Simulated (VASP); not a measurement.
Input of a VASP 6.6.1 run:

The input INCAR:

```
ALGO = Normal ; EDIFF = 1E-6
ENCUT = 520 ; GGA = PE
ISIF = 2 ; ISMEAR = -1
ISPIN = 2 ; LASPH = T
LCHARG = F ; LMAXMIX = 4
LORBIT = 11 ; LREAL = F
LWAVE = F ; MAGMOM = 0.22 0 0
NBANDS = 20 ; NELM = 150
NUPDOWN = 0.22 ; PREC = Accurate
SIGMA = 0.1
```

Contents of KPOINTS:

```
k-points
0
Gamma
  10 10 10
```

File POSCAR:

```
CoSi2
1.0
    0.0000000000      2.6780000000      2.6780000000
    2.6780000000      0.0000000000      2.6780000000
    2.6780000000      2.6780000000      0.0000000000
Co Si
1 2
Direct
    0.0000000000      0.0000000000      0.0000000000
    0.2500000000      0.2500000000      0.2500000000
    0.7500000000      0.7500000000      0.7500000000
```

Potentials or basis: VASP PAW PBE potentials, release 64 (Co, Si).

Command:

```sh
$ cat potpaw_PBE.64/Co/POTCAR potpaw_PBE.64/Si/POTCAR > POTCAR
$ mpirun -np 1 vasp_std > vasp.out
```

What does it give for the pressure?

0.5 GPa.

Caveat: the total moment is fixed, so each spin has its own Fermi level.
